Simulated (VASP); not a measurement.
## Tl2I: single point with r2SCAN

The system is Tl2I.

```
CELL_PARAMETERS angstrom
0.00000 3.66624 3.66624
3.66624 0.00000 3.66624
3.66624 3.66624 0.00000
ATOMIC_POSITIONS crystal
Tl 0.25000 0.25000 0.25000
Tl 0.75000 0.75000 0.75000
I 0.00000 0.00000 0.00000
```

- Program: VASP 6.6.1
- Task: single point
- Functional: r2SCAN
- Potentials or basis: VASP PAW PBE potentials, release 64 (Tl_d, I)
- Cutoff: 520 eV
- k mesh: 4 × 4 × 4
- Occupations: gaussian, width 0.1 eV
- Spin: no spin polarisation
- Dipole correction: no
- Further INCAR settings: ALGO = Normal; EDIFF = 1e-06; NBANDS = 24

- Pressure: 10.4 GPa
- Band gap on the k mesh: zero (an odd number of electrons rules out a gap without spin polarisation)

Levels at points of the mesh, in eV from the Fermi level:
```csv
k point,band 13,band 14,band 15,band 16,band 17,band 18,band 19,band 20
"(0.00, 0.00, 0.00)",-4.53,-4.51,-4.51,-4.51,-0.38,-0.38,-0.38,4.11
"(0.50, 0.00, 0.00)",-6.56,-4.98,-4.98,-1.86,0.50,0.50,1.95,3.27
"(0.50, 0.50, 0.00)",-6.17,-5.75,-5.75,-1.52,-1.24,2.74,2.74,4.31
```

It took 2.6 min on 1 thread of Intel Xeon 8259CL, on a shared host, peak memory 0.27 GiB.

Caveat: the k points lie up to 0.37 Å⁻¹ apart, too coarse for converged energies and pressures of a metal; the PAW data sets were made with another functional, which shifts forces and pressure a little; spin-orbit coupling is left out, which moves the levels of the heavy elements; an odd number of electrons without spin polarisation forces a metal; a magnetic or distorted state may lie lower.
